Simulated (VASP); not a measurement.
# CaO (kl): relaxation of cell and atoms with LDA

The system is CaO (kl).

```xyz
2
Lattice="0.0000 2.3557 2.3557 2.3557 0.0000 2.3557 2.3557 2.3557 0.0000" Properties=species:S:1:pos:R:3 pbc="T T T"
Ca    0.0000    0.0000    0.0000
O     2.3557    2.3557    2.3557
```

```json
{
  "Program": "VASP 6.6.1",
  "Task": "relaxation of cell and atoms",
  "Functional": "LDA",
  "Potentials or basis": "VASP PAW LDA potentials, release 64 (Ca_sv, O)",
  "Cutoff": "600 eV",
  "k mesh": "8 × 8 × 8",
  "Occupations": "gaussian, width 0.02 eV",
  "Spin": "no spin polarisation",
  "Dipole correction": "no",
  "Further INCAR settings": "ALGO = Normal; EDIFF = 1e-07; IBRION = 2; EDIFFG = -0.002; NSW = 100; ISIF = 3"
}
```

```yaml
Relaxed_volume: 13.13 Å³/atom
Relaxed_cell: a = 3.336 Å, b = 3.336 Å, c = 3.336 Å, α = 60.00°, β = 60.00°, γ = 60.00°
Space_group_after_relaxing_to_0.05_Å: Fm-3m (No. 225)
Energy_gained_by_relaxing: 0.1 meV/atom
Ionic_steps: 3
Pressure_after_relaxing: 0.0 GPa
Band_gap_on_the_k_mesh: 3.43 eV, indirect (least direct gap 3.79 eV)
```

Step by step:
| step | energy change (eV) | largest force (eV/Å) | pressure (GPa) | volume (Å³) |
| --- | --- | --- | --- | --- |
| 1 | 0.0000 | 0.0000 | 0.54 | 26.15 |
| 2 | -0.0001 | 0.0000 | -0.29 | 26.31 |
| 3 | -0.0002 | 0.0000 | 0.00 | 26.25 |

Final structure:
```
Ca O
1.0
     0.00000    2.35897    2.35897
     2.35897    0.00000    2.35897
     2.35897    2.35897    0.00000
Ca O
1 1
Direct
  0.00000 0.00000 0.00000
  0.50000 0.50000 0.50000
```

Levels at points of the mesh, in eV from the valence-band top:
```tsv
k point	band 5	band 6	band 7	band 8	band 9	band 10	band 11	band 12
(0.00, 0.00, 0.00)	-15.32	0.00	0.00	0.00	5.03	6.24	6.24	6.24
(0.50, 0.00, 0.00)	-13.81	-2.85	-1.35	-1.35	7.21	8.61	8.61	8.74
(0.50, 0.50, 0.00)	-15.07	-1.27	-0.36	-0.36	3.43	8.44	9.19	9.92
```

Wall time 78 s on 1 thread of AMD EPYC 7R13, on a shared host, peak memory 0.12 GiB.

A k mesh can miss the band edges. A hybrid or GW would open this gap; LDA tends to underestimate it.
